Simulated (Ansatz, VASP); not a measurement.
YbB2: VASP beside Ansatz

```
Yb B
1.0
     3.26172    0.00000    0.00000
    -1.63086    2.79676    0.00000
     0.00000    0.00000    3.84631
Yb B
1 2
Direct
  0.00000 0.00000 0.00000
  0.33333 0.66667 0.50000
  0.66667 0.33333 0.50000
```

Change from the starting cell: strain e1 = +0.01, atoms carried along.

Alike in both runs: task single point; functional PBE; k mesh 12 × 12 × 10; occupations gaussian, width 0.05 eV; no spin polarisation.

|  | VASP | Ansatz |
| --- | --- | --- |
| version | VASP 6.6.1 | Ansatz 0.2.0 |
| potentials or method | VASP PAW PBE potentials, release 64 (Yb, B), cutoff 520 eV | scalar-relativistic, plane waves, PAW |
| valence electrons in the cell | 30 | 30 |

```csv
,VASP,Ansatz,Ansatz less VASP
gap on the k mesh at the Fermi level (eV),none,none,-
pressure (GPa),-1.5,-1.5,+0.04
"traceless stress, the component that is largest in VASP (GPa)",-1.97,-1.94,+0.031
rms of the force components (eV/Å),0.014,0.014,0.0000
```

Atom by atom the forces differ by 0.000 eV/Å (rms over components). A gap of «none» marks a metal or a gap that the smearing closes.

Spin-orbit coupling is off throughout.
